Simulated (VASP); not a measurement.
# Al16As16H (a cell with a defect): single point with PBE

System: Al16As16H (a cell with a defect).

```
Al As H
1.0
    -5.72791    5.72791   -5.72791
    -5.72791   -5.72791    5.72791
     5.72791    5.72791    5.72791
Al As H
16 16 1
Direct
  0.75124 0.75124 0.50368
  0.50244 0.00000 0.49876
  0.49756 0.74632 0.74756
  0.23743 0.23743 0.48743
  0.24876 0.00000 0.75244
  0.25368 0.75124 0.00124
  0.00000 0.50244 0.49876
  0.00000 0.24876 0.75244
  0.00000 0.00000 0.01257
  0.00000 0.76257 0.25000
  0.74632 0.49756 0.74756
  0.75124 0.25368 0.00124
  0.76257 0.00000 0.25000
  0.49756 0.49756 0.99632
  0.50244 0.24876 0.25000
  0.24876 0.50244 0.25000
  0.00000 0.00000 0.75635
  0.75000 0.25000 0.75000
  0.74559 0.00000 0.99559
  0.49365 0.49365 0.74365
  0.50000 0.25000 0.00000
  0.50635 0.00000 0.25000
  0.25000 0.75000 0.75000
  0.25000 0.50000 0.00000
  0.25441 0.25441 0.25000
  0.25441 0.00000 0.50441
  0.00000 0.74559 0.99559
  0.00000 0.50635 0.25000
  0.00000 0.25441 0.50441
  0.74559 0.74559 0.25000
  0.75000 0.50000 0.50000
  0.50000 0.75000 0.50000
  0.00000 0.00000 0.25000
```

This cell differs from its parent crystal: with an interstitial atom, then relaxed in part.

```json
{"Program": "VASP 6.6.1", "Task": "single point", "Functional": "PBE", "Potentials or basis": "VASP PAW PBE potentials, release 64 (Al, As, H)", "Cutoff": "520 eV", "k mesh": "3 × 3 × 3", "Occupations": "gaussian, width 0.01 eV", "Spin": "no spin polarisation", "Dipole correction": "no", "Charge": "1", "Further INCAR settings": "LREAL = Auto; ALGO = Normal; EDIFF = 1e-06; NBANDS = 86; NELECT = 128.0"}
```

The largest force is 0.005 eV/Å.

Forces on the atoms (eV/Å):
```
Al   0.001  0.002  0.002
Al  -0.002  0.001 -0.002
Al   0.002 -0.001 -0.002
Al   0.003 -0.003 -0.003
Al   0.002  0.001  0.002
Al  -0.002  0.002 -0.001
Al  -0.002 -0.002  0.001
Al   0.002  0.002  0.001
Al   0.003  0.003  0.003
Al  -0.003 -0.003  0.003
Al   0.002 -0.002 -0.001
Al  -0.002 -0.001  0.002
Al  -0.003  0.003 -0.003
Al   0.001 -0.002 -0.002
Al  -0.001  0.002 -0.002
Al  -0.001 -0.002  0.002
As  -0.003 -0.003 -0.003
As   0.000  0.000  0.000
As   0.000  0.001  0.000
As  -0.003  0.003  0.003
As   0.000  0.000  0.000
As   0.003 -0.003  0.003
As   0.000  0.000  0.000
As   0.000  0.000  0.000
As   0.001  0.000  0.000
As   0.000 -0.001  0.000
As   0.000  0.000  0.001
As   0.003  0.003 -0.003
As   0.000  0.000 -0.001
As  -0.001  0.000  0.000
As   0.000  0.000  0.000
As   0.000  0.000  0.000
H    0.000  0.000  0.000
```

Levels at points of the mesh, in eV from the Fermi level:
```csv
k point,band 62,band 63,band 64,band 65,band 66,band 67
"(0.00, 0.00, 0.00)",-0.52,0.20,0.20,0.20,1.78,1.78
```

Run time: 8.4 min on 1 thread of AMD EPYC 7R13 Processor (Zen 3) (shared host), peak memory 0.97 GiB.

Caveat: the cell carries a net charge on a neutralising background, which shifts energy and pressure; the cell differs from its parent crystal (with an interstitial atom, then relaxed in part); the cell is charged against a uniform background, so pressure and absolute levels hang on convention.
